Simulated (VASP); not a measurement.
Wanted: the native input for a VASP 6.6.1 run.

| Item | Value |
| --- | --- |
| Task | single point |
| Functional | PBE |
| Potentials or basis | VASP PAW PBE potentials, release 64 (Zr_sv, Ti_sv, C) |
| Cutoff | 520 eV |
| k mesh | 4 × 4 × 4 |
| Occupations | gaussian, width 0.1 eV |
| Spin | no spin polarisation |
| Dipole correction | no |
| Further INCAR settings | ALGO = Normal; EDIFF = 1e-07; NBANDS = 37 |

The structure of ZrTi3C2 lies in POSCAR:

```
ZrTi3C2
1.0
    4.2118059600      0.0000000000      0.0000000000
    0.0000000000      4.2118059600      0.0000000000
    0.0000000000      0.0000000000      5.3420184100
Zr Ti C
1 3 2
Direct
    0.5000000000      0.5000000000      0.0000000000
    0.0000000000      0.5000000000      0.5000000000
    0.5000000000      0.0000000000      0.5000000000
    0.0000000000      0.0000000000      0.0000000000
    0.0000000000      0.0000000000      0.6641805000
    0.0000000000      0.0000000000      0.3358195000
```

The cell was generated, and may not be a known phase.

One way to write it, as run:

INCAR

```
SYSTEM = ZrTi3C2
ALGO = Normal ; EDIFF = 1E-7
ENCUT = 520 ; GGA = PE
ISIF = 2 ; ISMEAR = 0
LASPH = .TRUE. ; LCHARG = .FALSE.
LREAL = .FALSE. ; LWAVE = .FALSE.
NBANDS = 37 ; NELM = 80
PREC = Accurate ; SIGMA = 0.1
```

KPOINTS

```
k-points
0
G
  4 4 4
  0 0 0
```

Potentials or basis: VASP PAW PBE potentials, release 64 (Zr_sv, Ti_sv, C).

Launch:

```sh
$ cat potpaw_PBE.64/Zr_sv/POTCAR potpaw_PBE.64/Ti_sv/POTCAR potpaw_PBE.64/C/POTCAR > POTCAR
$ mpirun -np 1 vasp_std > vasp.out
```

Results of the run:

```yaml
Pressure: -5.6 GPa
Largest_force: 8.214 eV/Å
Band_gap_on_the_k_mesh: zero (bands 28 and 29 overlap by 0.33 eV)
```

Caveat: the k points lie up to 0.37 Å⁻¹ apart; forces of over 1 eV/Å act on the atoms, so gaps and moduli don't describe the material at rest.

Run time: 55 s on 1 thread of Intel(R) Xeon(R) Platinum 8559C (Emerald Rapids) (shared host), peak memory 0.22 GiB.
